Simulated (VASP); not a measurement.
A run of VASP 6.6.1 is set up as follows.

File POSCAR:

```
GaAs
1.0
    0.0000000000      2.8334677908      2.8334677908
    2.8334677908      0.0000000000      2.8334677908
    2.8334677908      2.8334677908      0.0000000000
Ga As
1 1
Direct
    0.0000000000      0.0000000000      0.0000000000
    0.7500000000      0.7500000000      0.7500000000
```

The input INCAR.step1:

```
SYSTEM = GaAs
PREC     = Accurate       ! precision mode
ENCUT    = 600            ! plane-wave cutoff, eV
ISMEAR   = 0              ! smearing method
SIGMA    = 0.01           ! smearing width, eV
LREAL    = .FALSE.        ! projectors in reciprocal space
LASPH    = .TRUE.         ! aspherical terms in the spheres
NELM     = 60             ! most SCF steps
GGA      = PE             ! functional
ALGO     = Normal         ! electronic algorithm
EDIFF    = 1E-4           ! SCF threshold, eV
LWAVE    = .TRUE.         ! write WAVECAR
LCHARG   = .FALSE.        ! write CHGCAR
```

The input INCAR.step2:

```
SYSTEM = GaAs
PREC     = Accurate       ! precision mode
ENCUT    = 600            ! plane-wave cutoff, eV
EDIFF    = 1E-6           ! SCF threshold, eV
ISMEAR   = 0              ! smearing method
SIGMA    = 0.01           ! smearing width, eV
LREAL    = .FALSE.        ! projectors in reciprocal space
LASPH    = .TRUE.         ! aspherical terms in the spheres
NELM     = 60             ! most SCF steps
ALGO     = Normal         ! electronic algorithm
ISIF     = 3              ! what is computed and relaxed
LWAVE    = .FALSE.        ! write WAVECAR
LCHARG   = .FALSE.        ! write CHGCAR
METAGGA  = R2SCAN         ! meta-GGA
LMIXTAU  = .TRUE.       
IBRION   = 2              ! ionic algorithm
NSW      = 100            ! ionic steps
EDIFFG   = -0.002         ! ionic threshold
PSTRESS  = 10.0         
ISTART   = 1
```

File KPOINTS:

```
Automatic mesh
0
G
  8 8 8
  0 0 0
```

Potentials or basis: VASP PAW PBE potentials, release 64 (Ga_d, As).

Launch:

```bash
$ cat potpaw_PBE.64/Ga_d/POTCAR potpaw_PBE.64/As/POTCAR > POTCAR
$ cp INCAR.step1 INCAR
$ mpirun -np 1 vasp_std > vasp.out
$ cp INCAR.step2 INCAR
$ mpirun -np 1 vasp_std > vasp.out
```

Problem. What does it give for the relaxed volume?

Solution. 22.46 Å³/atom.

Problem. Estimate the space group after relaxing (to 0.1 Å).

Solution. F-43m (No. 216).

Final structure:
```yaml
crystal:
  lattice:
    - [0.00000, 2.82143, 2.82143]
    - [2.82143, 0.00000, 2.82143]
    - [2.82143, 2.82143, 0.00000]
  atoms:
    - { symbol: Ga, position: [0.00000, 0.00000, 0.00000] }
    - { symbol: As, position: [0.75000, 0.75000, 0.75000] }
```

Caveat: the cell is relaxed towards a set pressure, so the run minimises the enthalpy, not the energy; the PAW data sets were made with another functional, which shifts forces and pressure a little.
